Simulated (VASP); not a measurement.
# Cr3N (Fm-3m) in VASP: a series of runs

Cr3N is run at these levels: PBE; tasks: single point, relaxation of cell and atoms.

Everything below comes from runs of VASP 6.6.1. Logs are shortened: lines on timing, memory, paths and dates and some standing lists are left out, and cuts for length are marked.

### Step 1. The cell of the first run

The structure is cubic, space group Fm-3m (No. 225). Conventional cell: a = 5.507 Å, b = 5.507 Å, c = 5.507 Å, α = 90.00°, β = 90.00°, γ = 90.00°. Cr (site symmetry m-3m) has 8 Cr at 2.38 Å and 6 N at 2.75 Å within 3.1 Å. Cr (site symmetry -43m) has 10 Cr at 2.38 to 2.75 Å and 4 N at 2.38 Å within 3.1 Å. N (site symmetry m-3m) has 14 Cr at 2.38 to 2.75 Å within 3.1 Å.

The cell was generated, and may not be a known phase.

### Step 2. Single point, PBE, collinear spin, ferromagnetic start

Contents of INCAR:

```
ALGO     = Normal         # electronic algorithm
EDIFF    = 1E-6           # SCF threshold, eV
ENCUT    = 520            # plane-wave cutoff, eV
GGA      = PE             # functional
ISIF     = 2              # what is computed and relaxed
ISMEAR   = 0              # smearing method
ISPIN    = 2              # spin polarisation
LASPH    = True           # aspherical terms in the spheres
LCHARG   = False          # write CHGCAR
LMAXMIX  = 4              # l up to which the mixer works
LORBIT   = 11             # projections on sites
LREAL    = False          # projectors in reciprocal space
LWAVE    = False          # write WAVECAR
MAGMOM   = 3 3 3 0        # initial moments
NBANDS   = 32             # bands
NELM     = 150            # most SCF steps
PREC     = Accurate       # precision mode
SIGMA    = 0.1            # smearing width, eV
```

Contents of KPOINTS:

```
k-points
0
Gamma
  6 6 6
```

Contents of POSCAR:

```
Cr3N
1.0
    0.0000000000      2.7534972610      2.7534972610
    2.7534972610      0.0000000000      2.7534972610
    2.7534972610      2.7534972610      0.0000000000
Cr N
3 1
Direct
    0.5000000000      0.5000000000      0.5000000000
    0.2500000000      0.2500000000      0.2500000000
    0.7500000000      0.7500000000      0.7500000000
    0.0000000000      0.0000000000      0.0000000000
```

Potentials or basis: VASP PAW PBE potentials, release 64 (Cr_pv, N).

Command:

```sh
cat potpaw_PBE.64/Cr_pv/POTCAR potpaw_PBE.64/N/POTCAR > POTCAR
mpirun -np 1 vasp_std > vasp.out
```

OUTCAR:

```text
EDIFF = 1E-6
   ENCUT = 520
   GGA = PE
   ISIF = 2
   ISMEAR = 0
   ISPIN = 2
   LASPH = True
   LORBIT = 11
   LREAL = False
   NELM = 150
   PREC = Accurate

 ion  position               nearest neighbor table
   1  0.500  0.500  0.500-   2 2.38   2 2.38   2 2.38   2 2.38   3 2.38   3 2.38   3 2.38   3 2.38

   2  0.250  0.250  0.250-   4 2.38   4 2.38   4 2.38   1 2.38   4 2.38   1 2.38   1 2.38   1 2.38
                             3 2.75   3 2.75   3 2.75   3 2.75   3 2.75   3 2.75
   3  0.750  0.750  0.750-   1 2.38   1 2.38   1 2.38   1 2.38   4 2.38   4 2.38   4 2.38   4 2.38
                             2 2.75   2 2.75   2 2.75   2 2.75   2 2.75   2 2.75
   4  0.000  0.000  0.000-   3 2.38   3 2.38   3 2.38   2 2.38   3 2.38   2 2.38   2 2.38   2 2.38

  LATTYP: Found a face centered cubic cell.
 ALAT       =     5.5069945220

  Lattice vectors:

 A1 = (   0.0000000000,   2.7534972610,   2.7534972610)
 A2 = (   2.7534972610,   0.0000000000,   2.7534972610)
 A3 = (   2.7534972610,   2.7534972610,   0.0000000000)

Analysis of symmetry for initial positions (statically):
=====================================================================
 Subroutine PRICEL returns:
 Original cell was already a primitive cell.

 Routine SETGRP: Setting up the symmetry group for a
 face centered cubic supercell.

 Subroutine GETGRP returns: Found 48 space group operations
 (whereof 48 operations were pure point group operations)
 out of a pool of 48 trial point group operations.

The static configuration has the point symmetry O_h .

Analysis of symmetry for dynamics (positions and initial velocities):
=====================================================================
 Subroutine PRICEL returns:
 Original cell was already a primitive cell.

 Routine SETGRP: Setting up the symmetry group for a
 face centered cubic supercell.

 Subroutine GETGRP returns: Found 48 space group operations
 (whereof 48 operations were pure point group operations)
 out of a pool of 48 trial point group operations.

The dynamic configuration has the point symmetry O_h .

Analysis of structural, dynamic, and magnetic symmetry:
=====================================================================
 Subroutine PRICEL returns:
 Original cell was already a primitive cell.

 Routine SETGRP: Setting up the symmetry group for a
 face centered cubic supercell.

 Subroutine GETGRP returns: Found 48 space group operations
 (whereof 48 operations were pure point group operations)
 out of a pool of 48 trial point group operations.

The overall configuration has the point symmetry O_h .

 Subroutine INISYM returns: Found 48 space group operations
 (whereof 48 operations are pure point group operations),
 and found     1 'primitive' translations

----------------------------------------------------------------------------------------

                                     Primitive cell

  volume of cell :      41.7526

  direct lattice vectors                    reciprocal lattice vectors
     0.000000000  2.753497261  2.753497261    -0.181587252  0.181587252  0.181587252
     2.753497261  0.000000000  2.753497261     0.181587252 -0.181587252  0.181587252
     2.753497261  2.753497261  0.000000000     0.181587252  0.181587252 -0.181587252

  length of vectors
     3.894033170  3.894033170  3.894033170     0.314518346  0.314518346  0.314518346

  position of ions in fractional coordinates (direct lattice)
     0.500000000  0.500000000  0.500000000
     0.250000000  0.250000000  0.250000000
     0.750000000  0.750000000  0.750000000
     0.000000000  0.000000000  0.000000000

  ion indices of the primitive-cell ions
   primitive index   ion index
                 1           1
                 2           2
                 3           3
                 4           4

----------------------------------------------------------------------------------------

 KPOINTS: k-points

Automatic generation of k-mesh.
 Grid dimensions read from file:
 generate k-points for:    6    6    6

 Generating k-lattice:

  Cartesian coordinates                     Fractional coordinates (reciprocal lattice)
    -0.030264542  0.030264542  0.030264542     0.166666667  0.000000000  0.000000000
     0.030264542 -0.030264542  0.030264542     0.000000000  0.166666667  0.000000000
     0.030264542  0.030264542 -0.030264542     0.000000000  0.000000000  0.166666667

  Length of vectors
     0.052419724  0.052419724  0.052419724

  Shift w.r.t. Gamma in fractional coordinates (k-lattice)
     0.000000000  0.000000000  0.000000000

 Subroutine IBZKPT returns following result:
 ===========================================

 Found     16 irreducible k-points:

 Following reciprocal coordinates:
            Coordinates               Weight
  0.000000  0.000000  0.000000      1.000000
  0.166667  0.000000  0.000000      8.000000
  0.333333  0.000000  0.000000      8.000000
  0.500000  0.000000  0.000000      4.000000
[... 59 lines left out ...]
  ---------------------------------------------------
  ext. energy  EPLUGINS =         0.00000000
  ---------------------------------------------------
  free energy    TOTEN  =       -33.14804286 eV

  energy without entropy =      -33.11705221  energy(sigma->0) =      -33.13254753

 E-fermi :  10.5445     XC(G=0): -13.4499

 val. band max:       10.4840817503   @ k =   0.5000   0.3333   0.0000
 cond. band min:      10.5482295523   @ k =  -0.3333   0.1667   0.0000
 fundamental gap:      0.0641478020
 Fermi energy:        10.5444563819

 spin component 1

 k-point     1 :       0.0000    0.0000    0.0000
  band No.  band energies     occupation
      1     -32.6626      1.00000
      2     -32.6626      1.00000
      3     -32.6626      1.00000
      4     -32.4993      1.00000
      5     -32.4993      1.00000
      6     -32.4993      1.00000
[... 24 lines left out ...]
     31      18.1666      0.00000
     32      18.1697      0.00000

 k-point     2 :       0.1667    0.0000    0.0000
  band No.  band energies     occupation
      1     -32.7140      1.00000
      2     -32.7011      1.00000
      3     -32.7011      1.00000
      4     -32.4659      1.00000
      5     -32.4659      1.00000
      6     -32.4100      1.00000
[... 24 lines left out ...]
     31      18.1611      0.00000
     32      18.1701      0.00000
[... 453 lines left out ...]
     31      17.3792      0.00000
     32      17.8658      0.00000

 k-point    16 :      -0.3333    0.5000    0.1667
  band No.  band energies     occupation
      1     -32.9167      1.00000
      2     -32.8202      1.00000
      3     -32.6034      1.00000
      4     -32.5429      1.00000
      5     -32.2856      1.00000
      6     -32.2743      1.00000
[... 24 lines left out ...]
     31      16.7521      0.00000
     32      17.3602      0.00000
 Fermi energy:        10.5444563819

 spin component 2

 k-point     1 :       0.0000    0.0000    0.0000
  band No.  band energies     occupation
      1     -32.6618      1.00000
      2     -32.6618      1.00000
      3     -32.6618      1.00000
      4     -32.4994      1.00000
      5     -32.4994      1.00000
      6     -32.4994      1.00000
[... 24 lines left out ...]
     31      18.1663      0.00000
     32      18.1694      0.00000

 k-point     2 :       0.1667    0.0000    0.0000
  band No.  band energies     occupation
      1     -32.7134      1.00000
      2     -32.7005      1.00000
      3     -32.7004      1.00000
      4     -32.4660      1.00000
      5     -32.4660      1.00000
      6     -32.4101      1.00000
[... 24 lines left out ...]
     31      18.0965      0.00000
     32      18.1708      0.00000
[... 453 lines left out ...]
     31      17.3794      0.00000
     32      17.8661      0.00000

 k-point    16 :      -0.3333    0.5000    0.1667
  band No.  band energies     occupation
      1     -32.9162      1.00000
      2     -32.8196      1.00000
      3     -32.6026      1.00000
      4     -32.5431      1.00000
      5     -32.2857      1.00000
      6     -32.2745      1.00000
[... 24 lines left out ...]
     31      16.7523      0.00000
     32      17.3604      0.00000

------------------------ aborting loop because EDIFF is reached ----------------------------------------

  FORCE on cell =-STRESS in cart. coord.  units (eV):
  Direction    XX          YY          ZZ          XY          YZ          ZX
  --------------------------------------------------------------------------------------
  -------------------------------------------------------------------------------------
  Total       -1.5251746     -1.5251746     -1.5251746     -0.0000000     -0.0000000      0.0000000
  in kB      -58.5256458    -58.5256458    -58.5256458     -0.0000000     -0.0000000      0.0000000
  external PRESSURE =     -58.5256458 kB  Pullay stress =       0.0000000 kB

 VOLUME and BASIS-vectors are now :
 -----------------------------------------------------------------------------
  energy-cutoff  :      520.00
  volume of cell :       41.75
      direct lattice vectors                 reciprocal lattice vectors
     0.000000000  2.753497261  2.753497261    -0.181587252  0.181587252  0.181587252
     2.753497261  0.000000000  2.753497261     0.181587252 -0.181587252  0.181587252
     2.753497261  2.753497261  0.000000000     0.181587252  0.181587252 -0.181587252

 POSITION                                       TOTAL-FORCE (eV/Angst)
 -----------------------------------------------------------------------------------
      2.75350      2.75350      2.75350        -0.000000      0.000000     -0.000000
      1.37675      1.37675      1.37675         0.000000      0.000000      0.000000
      4.13025      4.13025      4.13025        -0.000000     -0.000000     -0.000000
      0.00000      0.00000      0.00000        -0.000000      0.000000     -0.000000
 -----------------------------------------------------------------------------------
    total drift:                                0.000000     -0.000000      0.000000

  FREE ENERGIE OF THE ION-ELECTRON SYSTEM (eV)
  ---------------------------------------------------
  free  energy   TOTEN  =       -33.1480428560 eV

  energy  without entropy=      -33.1170522053  energy(sigma->0) =      -33.13254753

 total charge

# of ion       s       p       d       tot
------------------------------------------
    1        0.480   6.321   4.430  11.231
    2        0.338   6.303   4.343  10.984
    3        0.338   6.303   4.343  10.984
    4        1.334   2.113   0.000   3.448
--------------------------------------------------
tot          2.491  21.039  13.115  36.646

 magnetization (x)

# of ion       s       p       d       tot
------------------------------------------
    1        0.000   0.000   0.001   0.001
    2        0.000   0.000  -0.000  -0.000
    3        0.000   0.000  -0.000  -0.000
    4        0.000   0.000   0.000   0.000
--------------------------------------------------
tot          0.000   0.000   0.001   0.001
```

Wall time 3.6 min (1 thread of Intel Xeon 8259CL, shared host); peak memory 0.2 GiB.

Results:

```
Free energy                                           : -33.1480 eV
Pressure                                              : -5.9 GPa
Net moment                                            : 0.00 μB per cell
Valence electrons inside the program's atomic spheres : Cr 11.23, 10.98 (each value once); N 3.45
```

Levels at points of the mesh, in eV from the Fermi level:
Spin up:
```csv
k point,band 16,band 17,band 18,band 19,band 20,band 21,band 22,band 23,band 24,band 25
"(0.00, 0.00, 0.00)",-2.84,-1.67,-1.67,-1.67,1.31,1.31,1.31,1.46,1.46,1.46
"(0.50, 0.00, 0.00)",-2.19,-1.25,-1.25,-0.25,-0.25,0.08,0.42,0.42,0.61,1.12
"(0.50, 0.50, 0.00)",-2.05,-2.05,-1.85,-0.47,-0.34,0.03,0.03,1.03,1.16,1.29
```
Spin down:
| k point | band 18 | band 19 | band 20 | band 21 | band 22 | band 23 |
| --- | --- | --- | --- | --- | --- | --- |
| (0.00, 0.00, 0.00) | -1.67 | -1.67 | 1.31 | 1.31 | 1.31 | 1.46 |
| (0.50, 0.00, 0.00) | -1.25 | -0.26 | -0.26 | 0.08 | 0.42 | 0.42 |
| (0.50, 0.50, 0.00) | -1.85 | -0.47 | -0.34 | 0.03 | 0.03 | 1.03 |

Caveat: the cell stands under tension; the moments typed at the start vanished in this run. With open d or f shells a metallic result of PBE can be an artefact of self-interaction; +U or a hybrid may open a gap.

### Step 3. Single point, PBE, collinear spin, ferromagnetic start

This run uses another cell than the first one, of 14.53 Å³/atom.

Contents of INCAR:

```
SYSTEM = Cr3N
  ALGO = Normal
  EDIFF = 1E-7
  ENCUT = 520
  GGA = PE
  ISIF = 2
  ISMEAR = 0
  ISPIN = 2
  LASPH = .TRUE.
  LCHARG = .TRUE.
  LELF = .TRUE.
  LMAXMIX = 4
  LORBIT = 11
  LREAL = .FALSE.
  LVHAR = .TRUE.
  LWAVE = .FALSE.
  MAGMOM = 3 3 3 0
  NBANDS = 32
  NELM = 150
  PREC = Accurate
  SIGMA = 0.1
```

Contents of KPOINTS:

```
k-points
0
G
  6 6 6
  0 0 0
```

Contents of POSCAR:

```
Cr3N
1.0
    0.0000000000      3.0744076100      3.0744076100
    3.0744076100      0.0000000000      3.0744076100
    3.0744076100      3.0744076100      0.0000000000
Cr N
3 1
Direct
    0.5000000000      0.5000000000      0.5000000000
    0.2500000000      0.2500000000      0.2500000000
    0.7500000000      0.7500000000      0.7500000000
    0.0000000000      0.0000000000      0.0000000000
```

Potentials or basis: VASP PAW PBE potentials, release 64 (Cr_pv, N).

Command:

```sh
cat potpaw_PBE.64/Cr_pv/POTCAR potpaw_PBE.64/N/POTCAR > POTCAR
mpirun -np 1 vasp_std > vasp.out
```

Run time: 3.8 min. Hardware: 1 thread of Intel Xeon 8259CL, shared host; peak memory 0.22 GiB.

Results (log left out):

* Free energy: -30.3343 eV
* Pressure: -38.2 GPa
* Net moment: 0.00 μB per cell
* Valence electrons inside the program's atomic spheres: Cr 10.66, 10.49 (each value once); N 3.33

Levels at points of the mesh, in eV from the Fermi level:
Spin up:
```tsv
k point	band 17	band 18	band 19	band 20	band 21	band 22	band 23	band 24	band 25	band 26
(0.00, 0.00, 0.00)	-1.09	-1.09	-1.09	0.85	0.85	0.85	1.00	1.00	1.00	1.08
(0.50, 0.00, 0.00)	-0.78	-0.78	-0.26	-0.06	-0.06	0.28	0.35	0.35	0.40	0.98
(0.50, 0.50, 0.00)	-1.25	-1.02	-0.50	-0.02	-0.02	0.00	0.68	0.78	0.85	1.16
```
Spin down:
| k point | band 18 | band 19 | band 20 | band 21 | band 22 | band 23 | band 24 | band 25 |
| --- | --- | --- | --- | --- | --- | --- | --- | --- |
| (0.00, 0.00, 0.00) | -1.09 | -1.09 | 0.85 | 0.85 | 0.85 | 1.00 | 1.00 | 1.00 |
| (0.50, 0.00, 0.00) | -0.78 | -0.26 | -0.06 | -0.06 | 0.28 | 0.35 | 0.35 | 0.40 |
| (0.50, 0.50, 0.00) | -1.02 | -0.50 | -0.02 | -0.02 | 0.00 | 0.68 | 0.78 | 0.85 |

Caveat: the cell stands under tension; the moments typed at the start vanished in this run. With open d or f shells a metallic result of PBE can be an artefact of self-interaction; +U or a hybrid may open a gap.

### Step 4. Relaxation of cell and atoms, PBE, collinear spin, ferromagnetic start

This run uses another cell than the first one, of 14.53 Å³/atom.

Contents of INCAR:

```
SYSTEM = Cr3N
PREC     = Accurate       ! precision mode
ENCUT    = 600            ! plane-wave cutoff, eV
EDIFF    = 1E-6           ! SCF threshold, eV
ISMEAR   = 0              ! smearing method
SIGMA    = 0.1            ! smearing width, eV
LREAL    = .FALSE.        ! projectors in reciprocal space
LASPH    = .TRUE.         ! aspherical terms in the spheres
NELM     = 150            ! most SCF steps
ALGO     = Normal         ! electronic algorithm
ISIF     = 3              ! what is computed and relaxed
LWAVE    = .FALSE.        ! write WAVECAR
LCHARG   = .FALSE.        ! write CHGCAR
ISPIN    = 2              ! spin polarisation
MAGMOM   = 3 3 3 0        ! initial moments
LORBIT   = 11             ! projections on sites
LMAXMIX  = 4              ! l up to which the mixer works
GGA      = PE             ! functional
IBRION   = 2              ! ionic algorithm
NSW      = 90             ! ionic steps
EDIFFG   = -0.04          ! ionic threshold
```

Contents of KPOINTS:

```
regular mesh
0
G
  6 6 6
  0 0 0
```

POSCAR is that of step 3.

Command:

```sh
cat potpaw_PBE.64/Cr_pv/POTCAR potpaw_PBE.64/N/POTCAR > POTCAR
mpirun -np 1 vasp_std > vasp.out
```

Wall time 11 min (1 thread of Intel Xeon 8259CL, shared host); peak memory 0.28 GiB.

It converged, with:

* Free energy: -33.1920 eV
* Relaxed volume: 10.14 Å³/atom
* Relaxed cell: a = 3.856 Å, b = 3.856 Å, c = 3.856 Å, α = 60.00°, β = 60.00°, γ = 60.00°
* Space group after relaxing (to 0.1 Å): Fm-3m (No. 225)
* Energy gained by relaxing: 714.1 meV/atom
* Ionic steps: 4
* Pressure after relaxing: 0.5 GPa
* Net moment: 0.00 μB per cell
* Valence electrons inside the program's atomic spheres: Cr 11.30, 11.04 (each value once); N 3.43

The path:
```
step  energy change (eV)  largest force (eV/Å)  pressure (GPa)  volume (Å³)
   1              0.0000                0.0000          -38.26        58.12
   2             -1.6905                0.0000           62.51        33.55
   3             -2.8559                0.0000           -1.20        40.85
   4             -2.8566                0.0000            0.52        40.54
```

Final structure:
```cif
data_structure
_symmetry_space_group_name_H-M 'P 1'
_symmetry_Int_Tables_number 1
_cell_length_a 3.8561
_cell_length_b 3.8561
_cell_length_c 3.8561
_cell_angle_alpha 60.000
_cell_angle_beta 60.000
_cell_angle_gamma 60.000
_cell_volume 40.54
loop_
_atom_site_label
_atom_site_type_symbol
_atom_site_fract_x
_atom_site_fract_y
_atom_site_fract_z
_atom_site_occupancy
Cr1 Cr 0.50000 0.50000 0.50000 1
Cr2 Cr 0.25000 0.25000 0.25000 1
Cr3 Cr 0.75000 0.75000 0.75000 1
N1 N 0.00000 0.00000 0.00000 1
```

Levels at points of the mesh, in eV from the Fermi level:
Spin up:
```
           k point  band 17  band 18  band 19  band 20  band 21  band 22  band 23  band 24
(0.00, 0.00, 0.00)    -1.73    -1.73    -1.73     1.36     1.36     1.36     1.51     1.51
(0.50, 0.00, 0.00)    -1.31    -1.31    -0.28    -0.28     0.10     0.42     0.42     0.63
(0.50, 0.50, 0.00)    -2.14    -1.95    -0.46    -0.39     0.04     0.04     1.07     1.19
```
Spin down:
| k point | band 18 | band 19 | band 20 | band 21 | band 22 | band 23 |
| --- | --- | --- | --- | --- | --- | --- |
| (0.00, 0.00, 0.00) | -1.73 | -1.73 | 1.36 | 1.36 | 1.36 | 1.51 |
| (0.50, 0.00, 0.00) | -1.31 | -0.28 | -0.28 | 0.10 | 0.42 | 0.42 |
| (0.50, 0.50, 0.00) | -1.95 | -0.46 | -0.39 | 0.04 | 0.04 | 1.07 |

Caveat: the volume moved by over 15 % at a fixed basis, so the end points are rough; the moments typed at the start vanished in this run. With open d or f shells a metallic result of PBE can be an artefact of self-interaction; +U or a hybrid may open a gap.
